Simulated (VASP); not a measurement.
# Te2Mo in VASP: notebook

Runs on Te2Mo. Level: PBE. Tasks: single point.

All numbers are computed with VASP 6.6.1; they aren't measurements. Logs are shortened: lines on timing, memory, paths and dates and some standing lists are left out, and cuts for length are marked.

### 1 The cell of the first run

The cell holds a slab with vacuum, 9 atoms: a = 3.556 Å, b = 3.556 Å, c = 32.153 Å, α = 90.00°, β = 90.00°, γ = 120.00°.

### 2 Single point, PBE (mode 10 frozen in at -0.334 Å and mode 15 at -0.334 Å (largest displacements))

INCAR

```
ALGO = Normal
EDIFF = 1E-7
ENCUT = 520
GGA = PE
ISIF = 2
ISMEAR = 0
LASPH = True
LCHARG = True
LELF = True
LREAL = False
LVHAR = True
LWAVE = False
NBANDS = 49
NELM = 80
PREC = Accurate
SIGMA = 0.05
```

KPOINTS

```
k-points
0
Gamma
  9 9 1
```

POSCAR

```
Te2Mo
1.0
    3.5561516160      0.0000000000      0.0000000000
   -1.7780758080      3.0797176391      0.0000000000
    0.0000000000      0.0000000000     32.1528759490
Te Mo
6 3
Direct
   -0.0013600874     -0.0018663119      0.9437597132
    0.2399118556      0.6666747549      0.7054970517
    0.2791078661      0.5582151659      0.1820470140
    0.4272537177      0.6666639258      0.8179529860
    0.3872697810      0.7745393678      0.2945029483
    0.0012265592      0.0022311371      0.0562402868
   -0.0001272562      0.0000017732      0.7617063089
    0.0000732113      0.0001458879      0.2382936911
    0.3332858318      0.6667964502      0.0000000000
```

Potentials or basis: VASP PAW PBE potentials, release 64 (Te, Mo_sv).

Command:

```bash
> cat potpaw_PBE.64/Te/POTCAR potpaw_PBE.64/Mo_sv/POTCAR > POTCAR
> mpirun -np 1 vasp_std > vasp.out
```

OUTCAR:

```text
EDIFF = 1E-7
   ENCUT = 520
   GGA = PE
   ISIF = 2
   ISMEAR = 0
   LASPH = True
   LREAL = False
   NELM = 80
   PREC = Accurate

 ion  position               nearest neighbor table
   1  0.999  0.998  0.944-   9 2.73   9 2.73   9 2.74   6 3.62
   2  0.240  0.667  0.705-   7 2.53   7 2.76   7 2.96   4 3.68
   3  0.279  0.558  0.182-   8 2.49   8 2.88   8 2.88   5 3.68
   4  0.427  0.667  0.818-   7 2.53   7 2.76   7 2.96   2 3.68
   5  0.387  0.775  0.295-   8 2.63   8 2.63   8 2.99   3 3.68
   6  0.001  0.002  0.056-   9 2.73   9 2.74   9 2.74   1 3.62
   7  1.000  0.000  0.762-   4 2.53   2 2.53   2 2.76   4 2.76   2 2.96   4 2.96
   8  0.000  0.000  0.238-   3 2.49   5 2.63   5 2.63   3 2.88   3 2.88   5 2.99
   9  0.333  0.667  0.000-   6 2.73   1 2.73   1 2.73   6 2.74   6 2.74   1 2.74

  LATTYP: Found a hexagonal cell.
 ALAT       =     3.5561516160
 C/A-ratio  =     9.0414806288

  Lattice vectors:

 A1 = (   3.5561516160,   0.0000000000,   0.0000000000)
 A2 = (  -1.7780758080,   3.0797176391,   0.0000000000)
 A3 = (   0.0000000000,   0.0000000000,  32.1528759490)

Analysis of symmetry for initial positions (statically):
=====================================================================
 Subroutine PRICEL returns:
 Original cell was already a primitive cell.

 Routine SETGRP: Setting up the symmetry group for a
 hexagonal supercell.

 Subroutine GETGRP returns: Found  1 space group operations
 (whereof  1 operations were pure point group operations)
 out of a pool of 24 trial point group operations.

The static configuration has the point symmetry C_1 .

Analysis of symmetry for dynamics (positions and initial velocities):
=====================================================================
 Subroutine PRICEL returns:
 Original cell was already a primitive cell.

 Routine SETGRP: Setting up the symmetry group for a
 hexagonal supercell.

 Subroutine GETGRP returns: Found  1 space group operations
 (whereof  1 operations were pure point group operations)
 out of a pool of 24 trial point group operations.

The dynamic configuration has the point symmetry C_1 .

 Subroutine INISYM returns: Found  1 space group operations
 (whereof  1 operations are pure point group operations),
 and found     1 'primitive' translations

----------------------------------------------------------------------------------------

                                     Primitive cell

  volume of cell :     352.1365

  direct lattice vectors                    reciprocal lattice vectors
     3.556151616  0.000000000  0.000000000     0.281202859  0.162352546  0.000000000
    -1.778075808  3.079717639  0.000000000     0.000000000  0.324705092  0.000000000
     0.000000000  0.000000000 32.152875949     0.000000000  0.000000000  0.031101417

  length of vectors
     3.556151616  3.556151616 32.152875949     0.324705092  0.324705092  0.031101417

  position of ions in fractional coordinates (direct lattice)
     0.998639913  0.998133688  0.943759713
     0.239911856  0.666674755  0.705497052
     0.279107866  0.558215166  0.182047014
     0.427253718  0.666663926  0.817952986
     0.387269781  0.774539368  0.294502948
     0.001226559  0.002231137  0.056240287
     0.999872744  0.000001773  0.761706309
     0.000073211  0.000145888  0.238293691
     0.333285832  0.666796450  0.000000000

  ion indices of the primitive-cell ions
   primitive index   ion index
                 1           1
                 2           2
                 3           3
                 4           4
                 5           5
                 6           6
                 7           7
                 8           8
                 9           9

----------------------------------------------------------------------------------------

 KPOINTS: k-points

Automatic generation of k-mesh.
 Grid dimensions read from file:
 generate k-points for:    9    9    1

 Generating k-lattice:

  Cartesian coordinates                     Fractional coordinates (reciprocal lattice)
     0.031244762  0.018039172  0.000000000     0.111111111 -0.000000000  0.000000000
     0.000000000  0.036078344  0.000000000     0.000000000  0.111111111  0.000000000
     0.000000000  0.000000000  0.031101417     0.000000000  0.000000000  1.000000000

  Length of vectors
     0.036078344  0.036078344  0.031101417

  Shift w.r.t. Gamma in fractional coordinates (k-lattice)
     0.000000000  0.000000000  0.000000000

 Subroutine IBZKPT returns following result:
 ===========================================

 Found     41 irreducible k-points:

 Following reciprocal coordinates:
            Coordinates               Weight
  0.000000  0.000000  0.000000      1.000000
  0.111111 -0.000000  0.000000      2.000000
  0.000000  0.111111  0.000000      2.000000
 -0.111111  0.111111  0.000000      2.000000
  0.222222  0.000000  0.000000      2.000000
  0.000000  0.222222  0.000000      2.000000
[... 16 lines left out ...]
  0.333333  0.111111  0.000000      2.000000
 -0.111111  0.444444  0.000000      2.000000
 [... further k-points ...]
   k-points           NKPTS =     41   k-points in BZ     NKDIM =     41   number of bands    NBANDS=     49
   number of dos      NEDOS =    301   number of ions     NIONS =      9
   total plane-waves  NPLWV = 188160
   dimension x,y,z NGX =    28 NGY =   28 NGZ =  240
   dimension x,y,z NGXF=    56 NGYF=   56 NGZF=  480
   ions per type =               6   3
   NGX,Y,Z   is equivalent  to a cutoff of  13.09, 13.09, 12.41 a.u.
   NGXF,Y,Z  is equivalent  to a cutoff of  26.18, 26.18, 24.82 a.u.
 SYSTEM =  unknown system
   PREC   = accura    normal or accurate (medium, high low for compatibility)
   ISTART =      0    job   : 0-new  1-cont  2-samecut
   ICHARG =      2    charge: 1-file 2-atom 10-const
   ISPIN  =      1    spin polarized calculation?
   LNONCOLLINEAR =      F non collinear calculations
   LSORBIT =      F    spin-orbit coupling
   LASPH  =      T    aspherical Exc in radial PAW
   ENCUT  =  520.0 eV  38.22 Ry    6.18 a.u.   6.61  6.61 59.78*2*pi/ulx,y,z
   NELM   =     80;   NELMIN=  2; NELMDL= -5     # of ELM steps
   EDIFF  = 0.1E-06   stopping-criterion for ELM
   LREAL  =      F    real-space projection
   EDIFFG = 0.1E-05   stopping-criterion for IOM
   NSW    =      0    number of steps for IOM
   IBRION =     -1    ionic relax: 0-MD 1-quasi-New 2-CG
   NFREE  =      0    steps in history (QN), initial steepest desc. (CG)
   ISIF   =      2    stress and relaxation
   ISYM   =      2    0-nonsym 1-usesym 2-fastsym
   POTIM  = 0.5000    time-step for ionic-motion
   TEBEG  =    0.0;   TEEND  =   0.0 temperature during run
   PSTRESS=    0.0 pullay stress
   NELECT =      78.0000    total number of electrons
   NUPDOWN=      -1.0000    fix difference up-down
   EMIN   =  10.00;   EMAX   =-10.00  energy-range for DOS
   EFERMI =   0.00;   METHOD = LEGACY
   ISMEAR =     0;   SIGMA  =   0.05  broadening in eV -4-tet -1-fermi 0-gaus
   EFERMI_NEDOS =   21; number of points for ismear=-14 and -15
   IALGO  =     38    algorithm
   IMIX   =      4    mixing-type and parameters
     AMIX     =   0.40;   BMIX     =  1.00
     AMIX_MAG =   1.60;   BMIX_MAG =  1.00
  volume/ion in A,a.u.               =      39.13       264.04
  Fermi-wavevector in a.u.,A,eV,Ry     =   0.990534  1.871838 13.349458  0.981158
  Thomas-Fermi vector in A             =   2.122211
   LORBIT       =      0    0 simple, 1 ext, 2 COOP (PROOUT), +10 PAW based schemes
   GGA     = PE    functional components
   LHFCALC =     F    Hartree Fock is set to
   AEXX    =    0.0000 exact exchange contribution
   IVDW    =     0    specifies the selected vdW correction
   LEPSILON=     F    determine dielectric tensor
   LRPA    =     F    only Hartree local field effects (RPA)
 non-spin polarized calculation
 Gauss-broadening in eV      SIGMA  =   0.05
  energy-cutoff  :      520.00
  volume of cell :      352.14
 maximum number of plane-waves:      9567
   NGX = 13   NGY = 13   NGZ =119

 number of electron      77.9999996 magnetization

 Free energy of the ion-electron system (eV)
  ---------------------------------------------------
  ext. energy  EPLUGINS =         0.00000000
  ---------------------------------------------------
  free energy    TOTEN  =       -52.75672346 eV

  energy without entropy =      -52.75672346  energy(sigma->0) =      -52.75672346

 E-fermi :   3.7422     XC(G=0):  -7.2273

 val. band max:        3.4118344817   @ k =   0.3333   0.3333   0.0000
 cond. band min:       4.3685262915   @ k =   0.3333   0.3333   0.0000
 fundamental gap:      0.9566918097
 Fermi energy:         3.7421534608

 k-point     1 :       0.0000    0.0000    0.0000
  band No.  band energies     occupation
      1     -57.3527      2.00000
      2     -57.3282      2.00000
      3     -57.3253      2.00000
      4     -31.5130      2.00000
      5     -31.5105      2.00000
      6     -31.4981      2.00000
[... 41 lines left out ...]
     48       6.7012      0.00000
     49       6.8025      0.00000

 k-point     2 :       0.1111   -0.0000    0.0000
  band No.  band energies     occupation
      1     -57.3518      2.00000
      2     -57.3272      2.00000
      3     -57.3243      2.00000
      4     -31.5106      2.00000
      5     -31.5078      2.00000
      6     -31.4952      2.00000
[... 41 lines left out ...]
     48       6.3252      0.00000
     49       6.5041      0.00000

 k-point     3 :       0.0000    0.1111    0.0000
  band No.  band energies     occupation
      1     -57.3518      2.00000
      2     -57.3272      2.00000
      3     -57.3243      2.00000
      4     -31.5101      2.00000
      5     -31.5083      2.00000
      6     -31.4952      2.00000
[... 41 lines left out ...]
     48       6.3181      0.00000
     49       6.5233      0.00000

 k-point     4 :      -0.1111    0.1111    0.0000
  band No.  band energies     occupation
      1     -57.3518      2.00000
      2     -57.3272      2.00000
      3     -57.3243      2.00000
      4     -31.5106      2.00000
      5     -31.5078      2.00000
      6     -31.4952      2.00000
[... 977 lines left out ...]
     48       5.6785      0.00000
     49       6.5591      0.00000

 k-point    23 :       0.3333    0.1111    0.0000
  band No.  band energies     occupation
      1     -57.3451      2.00000
      2     -57.3205      2.00000
      3     -57.3175      2.00000
      4     -31.5083      2.00000
      5     -31.5006      2.00000
      6     -31.4937      2.00000
[... 41 lines left out ...]
     48       6.0839      0.00000
     49       6.5503      0.00000

 k-point    24 :      -0.1111    0.4444    0.0000
  band No.  band energies     occupation
      1     -57.3451      2.00000
      2     -57.3204      2.00000
      3     -57.3176      2.00000
      4     -31.5131      2.00000
      5     -31.4937      2.00000
      6     -31.4926      2.00000
[... 41 lines left out ...]
     48       6.0875      0.00000
     49       6.5476      0.00000

 [... further k-points ...]

------------------------ aborting loop because EDIFF is reached ----------------------------------------

  FORCE on cell =-STRESS in cart. coord.  units (eV):
  Direction    XX          YY          ZZ          XY          YZ          ZX
  --------------------------------------------------------------------------------------
  -------------------------------------------------------------------------------------
  Total        1.4574981      1.5637047      6.3583663      0.0091610     -7.3134370     -7.1658894
  in kB        6.6314361      7.1146630     28.9297798      0.0416815    -33.2752337    -32.6039101
  external PRESSURE =      14.2252930 kB  Pullay stress =       0.0000000 kB

 VOLUME and BASIS-vectors are now :
 -----------------------------------------------------------------------------
  energy-cutoff  :      520.00
  volume of cell :      352.14
      direct lattice vectors                 reciprocal lattice vectors
     3.556151616  0.000000000  0.000000000     0.281202859  0.162352546  0.000000000
    -1.778075808  3.079717639  0.000000000     0.000000000  0.324705092  0.000000000
     0.000000000  0.000000000 32.152875949     0.000000000  0.000000000  0.031101417

 POSITION                                       TOTAL-FORCE (eV/Angst)
 -----------------------------------------------------------------------------------
      1.77656      3.07397     30.34459         0.012291      0.038141     -0.011784
     -0.33224      2.05317     22.68376         1.985299     -0.530910     -0.868055
      0.00000      1.71915      5.85334        -0.000127      2.541364     -1.069666
      0.33400      2.05314     26.29954        -1.997728     -0.537948      0.875612
      0.00000      2.38536      9.46912         0.000209     -1.454377      0.680414
      0.00039      0.00687      1.80829        -0.005144     -0.045566      0.011334
      3.55570      0.00001     24.49105         0.003466      1.068028     -0.010200
      0.00000      0.00045      7.66183         0.000032     -1.077348      0.392212
     -0.00040      2.05354      0.00000         0.001702     -0.001385      0.000132
 -----------------------------------------------------------------------------------
    total drift:                               -0.000344      0.000303      0.000023

  FREE ENERGIE OF THE ION-ELECTRON SYSTEM (eV)
  ---------------------------------------------------
  free  energy   TOTEN  =       -52.7567234606 eV

  energy  without entropy=      -52.7567234606  energy(sigma->0) =      -52.75672346
```

Wall time 12 min (1 thread of Intel Xeon Platinum 8481C at 2.70GHz (Sapphire Rapids), shared host); peak memory 0.8 GiB.

What came out:

- Free energy: -52.7567 eV
- Largest force: 2.757 eV/Å
- Band gap on the k mesh: 0.96 eV, direct

Forces on the atoms (eV/Å):
```
Te   0.012  0.038 -0.012
Te   1.985 -0.531 -0.868
Te   0.000  2.541 -1.070
Te  -1.998 -0.538  0.876
Te   0.000 -1.454  0.680
Te  -0.005 -0.046  0.011
Mo   0.003  1.068 -0.010
Mo   0.000 -1.077  0.392
Mo   0.002 -0.001  0.000
```

Caveat: the cell differs from its parent crystal (mode 10 frozen in at -0.334 Å and mode 15 at -0.334 Å (largest displacements)); spin-orbit coupling is left out, which moves the levels of the heavy elements.

### 3 Single point, PBE (mode 10 frozen in at -0.223 Å and mode 15 at -0.334 Å (largest displacements))

INCAR

```
PREC = Accurate
ENCUT = 520
EDIFF = 1E-6
ISMEAR = 0
SIGMA = 0.05
LREAL = False
LASPH = True
NELM = 60
ALGO = Normal
ISIF = 2
LWAVE = False
LCHARG = False
GGA = PE
NBANDS = 49
```

KPOINTS

```
regular mesh
0
Gamma
  9 9 1
```

POSCAR

```
Te2Mo
1.0
    3.5561516160      0.0000000000      0.0000000000
   -1.7780758080      3.0797176391      0.0000000000
    0.0000000000      0.0000000000     32.1528759490
Te Mo
6 3
Direct
   -0.0012178195     -0.0018663119      0.9437597132
    0.2710443723      0.6666747549      0.7054970517
    0.2791077718      0.5582151659      0.1820470140
    0.3959558395      0.6666639258      0.8179529860
    0.3872697487      0.7745393678      0.2945029483
    0.0011895734      0.0022311371      0.0562402868
   -0.0000845547      0.0000017732      0.7617063089
    0.0000731222      0.0001458879      0.2382936911
    0.3333232850      0.6667964502      0.0000000000
```

Potentials or basis: VASP PAW PBE potentials, release 64 (Te, Mo_sv).

Command:

```bash
> cat potpaw_PBE.64/Te/POTCAR potpaw_PBE.64/Mo_sv/POTCAR > POTCAR
> mpirun -np 1 vasp_std > vasp.out
```

Wall time 26 min (1 thread of Intel Xeon 6975P-C, shared host); peak memory 0.8 GiB.

Results (log left out):

```yaml
Free_energy: -53.1276 eV
Largest_force: 2.757 eV/Å
Band_gap_on_the_k_mesh: 0.96 eV, direct
```

Forces in eV/Å, atoms in the order of the input:
```
Te   0.008  0.038 -0.013
Te   1.340 -0.238 -0.394
Te   0.000  2.541 -1.070
Te  -1.349 -0.241  0.397
Te   0.000 -1.454  0.680
Te  -0.003 -0.046  0.011
Mo   0.002  0.478 -0.004
Mo   0.000 -1.077  0.392
Mo   0.001 -0.001  0.000
```

Levels at points of the mesh, in eV from the valence-band top:
```csv
k point,band 37,band 38,band 39,band 40,band 41,band 42
"(0.00, 0.00, 0.00)",-0.52,-0.27,-0.16,2.59,2.74,2.78
```

Caveat: the cell differs from its parent crystal (mode 10 frozen in at -0.223 Å and mode 15 at -0.334 Å (largest displacements)); spin-orbit coupling is left out, which moves the levels of the heavy elements.
